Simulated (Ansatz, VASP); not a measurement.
**Two plane-wave programs on Al**

```
CELL_PARAMETERS angstrom
2.79026 0.00000 0.00000
-1.39513 2.41644 0.00000
0.00000 0.00000 4.64792
ATOMIC_POSITIONS crystal
Al 0.66667 0.33333 0.75000
Al 0.33333 0.66667 0.25000
```

Alike in both runs: task single point; functional PBEsol; dispersion D3(BJ); k mesh 24 × 24 × 12; occupations gaussian, width 0.1 eV; no spin polarisation.

```csv
,VASP,Ansatz
version,VASP 6.6.1,Ansatz 0.2.0
potentials or method,"VASP PAW PBE potentials, release 64 (Al), cutoff 520 eV","scalar-relativistic, plane waves, PAW"
valence electrons in the cell,6,6
```

```csv
,VASP,Ansatz,Ansatz less VASP
gap on the k mesh at the Fermi level (eV),none,none,-
pressure (GPa),0.1,0.0,-0.08
"traceless stress, the component that is largest in VASP (GPa)",-0.57,-0.56,+0.007
```

VASP's potentials were made for PBE, not for PBEsol. A gap of «none» marks a metal or a gap that the smearing closes.
